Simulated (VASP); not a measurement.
Set up this calculation in VASP 6.6.1, as the native input.

* Task: single point
* Functional: PBE
* Potentials or basis: VASP PAW PBE potentials, release 64 (Er_3, C), 4f in core
* Cutoff: 600 eV
* k mesh: 6 × 6 × 6
* Occupations: gaussian, width 0.1 eV
* Spin: no spin polarisation
* Dipole correction: no
* Mended: yes
* Further INCAR settings: ALGO = Normal; EDIFF = 1e-06; NBANDS = 18

The structure of ErC3 lies in POSCAR:

```
ErC3
1.0
    2.3690040446      1.3677451229      2.4945929905
   -2.3690040446      1.3677451229      2.4945929905
    0.0000000000     -2.7354902457      2.4945929905
Er C
1 3
Direct
    0.5000000000      0.5000000000      0.5000000000
    0.1762225176      0.1762225176      0.1762225176
    0.8237774824      0.8237774824      0.8237774824
    0.0000000000      0.0000000000      0.0000000000
```

The cell was built from a structure type or drawn by symmetry, and may not be a known phase.

These files were run (other wordings do the same):

INCAR

```
SYSTEM = ErC3
PREC = Accurate
ENCUT = 600
EDIFF = 1E-6
ISMEAR = 0
SIGMA = 0.1
LREAL = .FALSE.
LASPH = .TRUE.
NELM = 200
ALGO = Normal
ISIF = 2
LWAVE = .FALSE.
LCHARG = .FALSE.
GGA = PE
NBANDS = 18
GGA_COMPAT = .FALSE.
LMAXMIX = 6
```

KPOINTS

```
Automatic mesh
0
G
  6 6 6
  0 0 0
```

Potentials or basis: VASP PAW PBE potentials, release 64 (Er_3, C), 4f in core.

Launch:

```console
$ cat potpaw_PBE.64/Er_3/POTCAR potpaw_PBE.64/C/POTCAR > POTCAR
$ mpirun -np 1 vasp_std > vasp.out
```

Results of the run:

```
Pressure               : 0.5 GPa
Largest force          : 0.032 eV/Å
Band gap on the k mesh : zero (an odd number of electrons rules out a gap without spin polarisation)
```

Caveat: spin-orbit coupling is left out, which moves the levels of the heavy elements; the 4f electrons are frozen in the core, so they carry no moment and show no levels.

It took 20 s on 1 thread of AMD EPYC 9R45 96-Core Processor (Zen 5), with other jobs on the host, peak memory 0.16 GiB.
